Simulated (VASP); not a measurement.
# Co (Fddd) in VASP: notebook

Runs on Co. Level: BLYP. Tasks: single point.

Program: VASP 6.6.1. These are calculated values, not measurements. Logs are shortened: lines on timing, memory, paths and dates and some standing lists are left out, and cuts for length are marked.

**1. The cell of the first run**

The typed cell holds 2 atoms: a = 3.286 Å, b = 3.286 Å, c = 3.287 Å, α = 98.01°, β = 98.01°, γ = 136.16°.

**2. Single point, BLYP (volume scaled by 0.96)**

Contents of INCAR:

```
AGGAC = 1.0
AGGAX = 1.0
ALDAC = 0.0
ALDAX = 1.0
ALGO = Normal
EDIFF = 1E-7
ENCUT = 520
GGA = B5
ISIF = 2
ISMEAR = -1
LASPH = True
LCHARG = False
LREAL = False
LWAVE = False
NBANDS = 16
NELM = 80
PREC = Accurate
SIGMA = 0.1
```

Contents of KPOINTS:

```
k-points
0
Gamma
  16 16 11
```

Contents of POSCAR:

```
Co
1.0
   -2.1557361238      2.1557532707      1.2268661237
    2.1557532707     -2.1557361238      1.2268661237
    2.1566429093      2.1566429093     -1.2268347191
Co
2
Direct
    0.0000023959      0.9999976041      1.0000000000
    0.7499976041      0.2500023959      0.5000000000
```

Potentials or basis: VASP PAW PBE potentials, release 64 (Co).

Launch:

```console
> cat potpaw_PBE.64/Co/POTCAR > POTCAR
> mpirun -np 1 vasp_std > vasp.out
```

OUTCAR:

```text
EDIFF = 1E-7
   ENCUT = 520
   GGA = B5
   ISIF = 2
   ISMEAR = -1
   LASPH = True
   LREAL = False
   NELM = 80
   PREC = Accurate

 ion  position               nearest neighbor table
   1  0.000  1.000  0.000-   2 2.24   2 2.24   2 2.24   2 2.24   2 2.83   2 2.83   2 2.83   2 2.83

   2  0.750  0.250  0.500-   1 2.24   1 2.24   1 2.24   1 2.24   1 2.83   1 2.83   1 2.83   1 2.83

  LATTYP: Found a base centered monoclinic cell.
 ALAT       =     2.4537322475
 B/A-ratio  =     2.4849356656
 C/A-ratio  =     1.3397761762
 COS(beta)  =    -0.3731779428

  Lattice vectors:

 A1 = (  -2.1557361238,   2.1557532707,   1.2268661237)
 A2 = (   2.1557532707,  -2.1557361238,   1.2268661237)
 A3 = (   2.1566429093,   2.1566429093,  -1.2268347191)

Analysis of symmetry for initial positions (statically):
=====================================================================
 Subroutine PRICEL returns:
 Original cell was already a primitive cell.

 Routine SETGRP: Setting up the symmetry group for a
 base centered monoclinic supercell.

 Subroutine GETGRP returns: Found  4 space group operations
 (whereof  2 operations were pure point group operations)
 out of a pool of  4 trial point group operations.

The static configuration has the point symmetry C_2 .
 The point group associated with its full space group is C_2h.

Analysis of symmetry for dynamics (positions and initial velocities):
=====================================================================
 Subroutine PRICEL returns:
 Original cell was already a primitive cell.

 Routine SETGRP: Setting up the symmetry group for a
 base centered monoclinic supercell.

 Subroutine GETGRP returns: Found  4 space group operations
 (whereof  2 operations were pure point group operations)
 out of a pool of  4 trial point group operations.

The dynamic configuration has the point symmetry C_2 .
 The point group associated with its full space group is C_2h.

 Subroutine INISYM returns: Found  4 space group operations
 (whereof  2 operations are pure point group operations),
 and found     1 'primitive' translations

----------------------------------------------------------------------------------------

                                     Primitive cell

  volume of cell :      22.8157

  direct lattice vectors                    reciprocal lattice vectors
    -2.155736124  2.155753271  1.226866124    -0.000051728  0.231886684  0.407540809
     2.155753271 -2.155736124  1.226866124     0.231886684 -0.000051728  0.407540809
     2.156642909  2.156642909 -1.226834719     0.231840890  0.231840890 -0.000003240

  length of vectors
     3.286285271  3.286285271  3.287452008     0.468893322  0.468893322  0.327872532

  position of ions in fractional coordinates (direct lattice)
     0.000002396  0.999997604  1.000000000
     0.749997604  0.250002396  0.500000000

  ion indices of the primitive-cell ions
   primitive index   ion index
                 1           1
                 2           2

----------------------------------------------------------------------------------------

 KPOINTS: k-points

Automatic generation of k-mesh.
 Grid dimensions read from file:
 generate k-points for:   16   16   11

 Generating k-lattice:

  Cartesian coordinates                     Fractional coordinates (reciprocal lattice)
    -0.000003233  0.014492918  0.025471301     0.062500000  0.000000000  0.000000000
     0.014492918 -0.000003233  0.025471301     0.000000000  0.062500000  0.000000000
     0.021076445  0.021076445 -0.000000295     0.000000000  0.000000000  0.090909091

  Length of vectors
     0.029305833  0.029305833  0.029806594

  Shift w.r.t. Gamma in fractional coordinates (k-lattice)
     0.000000000  0.000000000  0.000000000

 Subroutine IBZKPT returns following result:
 ===========================================

 Found    753 irreducible k-points:

 Following reciprocal coordinates:
            Coordinates               Weight
  0.000000  0.000000  0.000000      1.000000
  0.062500 -0.000000  0.000000      4.000000
  0.125000 -0.000000  0.000000      4.000000
  0.187500  0.000000  0.000000      4.000000
  0.250000 -0.000000  0.000000      4.000000
  0.312500  0.000000  0.000000      4.000000
[... 16 lines left out ...]
 -0.125000  0.062500  0.000000      4.000000
 -0.062500  0.062500  0.000000      2.000000
 [... further k-points ...]
   k-points           NKPTS =    753   k-points in BZ     NKDIM =    753   number of bands    NBANDS=     16
   number of dos      NEDOS =    301   number of ions     NIONS =      2
   total plane-waves  NPLWV =  13824
   dimension x,y,z NGX =    24 NGY =   24 NGZ =   24
   dimension x,y,z NGXF=    48 NGYF=   48 NGZF=   48
   ions per type =               2
   NGX,Y,Z   is equivalent  to a cutoff of  12.14, 12.14, 12.14 a.u.
   NGXF,Y,Z  is equivalent  to a cutoff of  24.28, 24.28, 24.27 a.u.
 SYSTEM =  unknown system
   PREC   = accura    normal or accurate (medium, high low for compatibility)
   ISTART =      0    job   : 0-new  1-cont  2-samecut
   ICHARG =      2    charge: 1-file 2-atom 10-const
   ISPIN  =      1    spin polarized calculation?
   LNONCOLLINEAR =      F non collinear calculations
   LSORBIT =      F    spin-orbit coupling
   LASPH  =      T    aspherical Exc in radial PAW
   ENCUT  =  520.0 eV  38.22 Ry    6.18 a.u.   6.11  6.11  6.11*2*pi/ulx,y,z
   NELM   =     80;   NELMIN=  2; NELMDL= -5     # of ELM steps
   EDIFF  = 0.1E-06   stopping-criterion for ELM
   LREAL  =      F    real-space projection
   EDIFFG = 0.1E-05   stopping-criterion for IOM
   NSW    =      0    number of steps for IOM
   IBRION =     -1    ionic relax: 0-MD 1-quasi-New 2-CG
   NFREE  =      0    steps in history (QN), initial steepest desc. (CG)
   ISIF   =      2    stress and relaxation
   ISYM   =      2    0-nonsym 1-usesym 2-fastsym
   POTIM  = 0.5000    time-step for ionic-motion
   TEBEG  =    0.0;   TEEND  =   0.0 temperature during run
   PSTRESS=    0.0 pullay stress
   NELECT =      18.0000    total number of electrons
   NUPDOWN=      -1.0000    fix difference up-down
   EMIN   =  10.00;   EMAX   =-10.00  energy-range for DOS
   EFERMI =   0.00;   METHOD = LEGACY
   ISMEAR =    -1;   SIGMA  =   0.10  broadening in eV -4-tet -1-fermi 0-gaus
   EFERMI_NEDOS =   21; number of points for ismear=-14 and -15
   IALGO  =     38    algorithm
   IMIX   =      4    mixing-type and parameters
     AMIX     =   0.40;   BMIX     =  1.00
     AMIX_MAG =   1.60;   BMIX_MAG =  1.00
  volume/ion in A,a.u.               =      11.41        76.98
  Fermi-wavevector in a.u.,A,eV,Ry     =   1.512705  2.858598 31.133882  2.288276
  Thomas-Fermi vector in A             =   2.622594
   LORBIT       =      0    0 simple, 1 ext, 2 COOP (PROOUT), +10 PAW based schemes
   GGA     = B5    functional components
   LHFCALC =     F    Hartree Fock is set to
   AEXX    =    0.0000 exact exchange contribution
   IVDW    =     0    specifies the selected vdW correction
   LEPSILON=     F    determine dielectric tensor
   LRPA    =     F    only Hartree local field effects (RPA)
 non-spin polarized calculation
  energy-cutoff  :      520.00
  volume of cell :       22.82
 maximum number of plane-waves:       632
   NGX = 13   NGY = 13   NGZ = 13

 number of electron      18.0000006 magnetization

 Free energy of the ion-electron system (eV)
  ---------------------------------------------------
  ext. energy  EPLUGINS =         0.00000000
  ---------------------------------------------------
  free energy    TOTEN  =       -10.94246094 eV

  energy without entropy =      -10.78997168  energy(sigma->0) =      -10.86621631

 E-fermi :   9.9670     XC(G=0): -12.4436

 val. band max:        9.9667520830   @ k =  -0.2500   0.1875   0.2727
 cond. band min:       9.9671187290   @ k =  -0.3750   0.1250   0.3636
 fundamental gap:      0.0003666460
 Fermi energy:         9.9670228477

 k-point     1 :       0.0000    0.0000    0.0000
  band No.  band energies     occupation
      1       1.6853      2.00000
      2       5.5776      2.00000
      3       6.6302      2.00000
      4       7.2435      2.00000
      5       7.7160      2.00000
      6       9.3324      1.99650
[... 8 lines left out ...]
     15      25.0758      0.00000
     16      33.0265      0.00000

 k-point     2 :       0.0625   -0.0000    0.0000
  band No.  band energies     occupation
      1       1.8259      2.00000
      2       5.6342      2.00000
      3       6.6365      2.00000
      4       7.3401      2.00000
      5       7.7551      2.00000
      6       9.0942      1.99968
[... 8 lines left out ...]
     15      25.1791      0.00000
     16      32.1908      0.00000

 k-point     3 :       0.1250   -0.0000    0.0000
  band No.  band energies     occupation
      1       2.2401      2.00000
      2       5.7952      2.00000
      3       6.6731      2.00000
      4       7.5645      2.00000
      5       7.8537      2.00000
      6       8.7198      1.99999
[... 8 lines left out ...]
     15      25.4463      0.00000
     16      29.5297      0.00000

 k-point     4 :       0.1875    0.0000    0.0000
  band No.  band energies     occupation
      1       2.9015      2.00000
      2       6.0296      2.00000
      3       6.7450      2.00000
      4       7.6439      2.00000
      5       8.0701      2.00000
      6       8.3136      2.00000
[... 8 lines left out ...]
     15      25.4066      0.00000
     16      27.2429      0.00000

 k-point     5 :       0.2500   -0.0000    0.0000
  band No.  band energies     occupation
      1       3.7533      2.00000
      2       6.2661      2.00000
      3       6.8025      2.00000
      4       7.5424      2.00000
      5       7.9918      2.00000
      6       8.2693      2.00000
[... 8 lines left out ...]
     15      26.6583      0.00000
     16      26.7597      0.00000

 k-point     6 :       0.3125    0.0000    0.0000
  band No.  band energies     occupation
      1       4.6741      2.00000
      2       6.3813      2.00000
      3       6.7842      2.00000
      4       7.5357      2.00000
      5       7.8994      2.00000
      6       8.1953      2.00000
[... 8 lines left out ...]
     15      25.4393      0.00000
     16      25.7952      0.00000

 k-point     7 :       0.3750    0.0000    0.0000
  band No.  band energies     occupation
      1       5.4235      2.00000
      2       6.3299      2.00000
      3       6.7936      2.00000
      4       7.4868      2.00000
      5       8.0735      2.00000
      6       8.3034      2.00000
[... 8 lines left out ...]
     15      24.2709      0.00000
     16      24.6217      0.00000

 k-point     8 :       0.4375    0.0000    0.0000
  band No.  band energies     occupation
      1       5.7776      2.00000
      2       6.2336      2.00000
      3       6.9256      2.00000
      4       7.3135      2.00000
      5       8.3489      2.00000
      6       8.7237      1.99999
[... 8 lines left out ...]
     15      23.5060      0.00000
     16      23.7791      0.00000

 k-point     9 :       0.5000   -0.0000    0.0000
  band No.  band energies     occupation
      1       5.8550      2.00000
      2       6.1922      2.00000
      3       7.0305      2.00000
      4       7.2049      2.00000
      5       8.5076      2.00000
      6       8.7269      1.99999
[... 8 lines left out ...]
     15      23.2354      0.00000
     16      23.4730      0.00000
[... 172 lines left out ...]
 k-point    19 :      -0.3750    0.0625   -0.0000
  band No.  band energies     occupation
      1       4.9228      2.00000
      2       6.3593      2.00000
      3       6.8424      2.00000
      4       7.4930      2.00000
      5       8.0429      2.00000
      6       8.1817      2.00000
[... 8 lines left out ...]
     15      25.1034      0.00000
     16      26.6346      0.00000

 k-point    20 :      -0.3125    0.0625   -0.0000
  band No.  band energies     occupation
      1       4.0291      2.00000
      2       6.3032      2.00000
      3       6.8506      2.00000
      4       7.4861      2.00000
      5       7.9919      2.00000
      6       8.2790      2.00000
[... 8 lines left out ...]
     15      26.3916      0.00000
     16      27.4515      0.00000

 k-point    21 :      -0.2500    0.0625   -0.0000
  band No.  band energies     occupation
      1       3.1516      2.00000
      2       6.1057      2.00000
      3       6.8034      2.00000
      4       7.5095      2.00000
      5       7.9406      2.00000
      6       8.4654      2.00000
[... 8 lines left out ...]
     15      26.1862      0.00000
     16      27.6837      0.00000

 k-point    22 :      -0.1875    0.0625    0.0000
  band No.  band energies     occupation
      1       2.4395      2.00000
      2       5.8736      2.00000
      3       6.7244      2.00000
      4       7.4608      2.00000
      5       7.7720      2.00000
      6       8.7903      1.99998
[... 8 lines left out ...]
     15      26.4832      0.00000
     16      28.8381      0.00000

 k-point    23 :      -0.1250    0.0625    0.0000
  band No.  band energies     occupation
      1       1.9629      2.00000
      2       5.6940      2.00000
      3       6.6713      2.00000
      4       7.2929      2.00000
      5       7.6997      2.00000
      6       9.1257      1.99956
[... 8 lines left out ...]
     15      25.8941      0.00000
     16      31.2321      0.00000

 k-point    24 :      -0.0625    0.0625    0.0000
  band No.  band energies     occupation
      1       1.7545      2.00000
      2       5.6089      2.00000
      3       6.6476      2.00000
      4       7.2224      2.00000
      5       7.6899      2.00000
      6       9.3241      1.99678
[... 8 lines left out ...]
     15      25.4159      0.00000
     16      32.4472      0.00000

 [... further k-points ...]

------------------------ aborting loop because EDIFF is reached ----------------------------------------

  FORCE on cell =-STRESS in cart. coord.  units (eV):
  Direction    XX          YY          ZZ          XY          YZ          ZX
  --------------------------------------------------------------------------------------
  -------------------------------------------------------------------------------------
  Total        1.1139152      1.1139152      1.0090429      0.0009273     -0.0000195     -0.0000195
  in kB       78.2218829     78.2218829     70.8574857      0.0651205     -0.0013693     -0.0013691
  external PRESSURE =      75.7670838 kB  Pullay stress =       0.0000000 kB

 VOLUME and BASIS-vectors are now :
 -----------------------------------------------------------------------------
  energy-cutoff  :      520.00
  volume of cell :       22.82
      direct lattice vectors                 reciprocal lattice vectors
    -2.155736124  2.155753271  1.226866124    -0.000051728  0.231886684  0.407540809
     2.155753271 -2.155736124  1.226866124     0.231886684 -0.000051728  0.407540809
     2.156642909  2.156642909 -1.226834719     0.231840890  0.231840890 -0.000003240

 POSITION                                       TOTAL-FORCE (eV/Angst)
 -----------------------------------------------------------------------------------
      2.15574     -2.15573      1.22687        -0.000153      0.000153     -0.000000
      0.00047      2.15619      0.61345         0.000153     -0.000153      0.000000
 -----------------------------------------------------------------------------------
    total drift:                               -0.000000     -0.000000      0.000000

  FREE ENERGIE OF THE ION-ELECTRON SYSTEM (eV)
  ---------------------------------------------------
  free  energy   TOTEN  =       -10.9424609416 eV

  energy  without entropy=      -10.7899716777  energy(sigma->0) =      -10.86621631
```

It took 2.1 min on 1 thread of Intel Xeon Platinum 8559C (Emerald Rapids), shared host; peak memory 0.34 GiB.

What came out:

| Quantity | Value |
| --- | --- |
| Free energy | -10.9425 eV |
| Pressure | 7.6 GPa |
| Band gap on the k mesh | zero (band 9 reaches 10.66 eV, above the bottom of band 10 at 9.39 eV) |

Stress tensor (GPa, compression positive):
```
7.82 0.01 0.00
0.01 7.82 0.00
0.00 0.00 7.09
```

Levels at points of the mesh, in eV from the Fermi level:
```tsv
k point	band 6	band 7	band 8	band 9	band 10	band 11	band 12	band 13
(0.00, 0.00, 0.00)	-0.63	-0.63	-0.58	-0.58	0.56	1.17	7.26	7.28
(0.50, 0.00, 0.00)	-1.24	-1.00	-0.35	0.28	0.37	1.83	5.04	8.40
(0.50, 0.50, 0.00)	-2.13	-0.81	-0.81	0.00	0.00	0.35	0.35	13.74
```

Caveat: the PAW data sets were made with another functional, which shifts forces and pressure a little; the run has no spin polarisation, though such a crystal can be magnetic. Spin polarisation is off, so any magnetic state and its effect on volume and gap are missing.

[end of part 1 of 2]
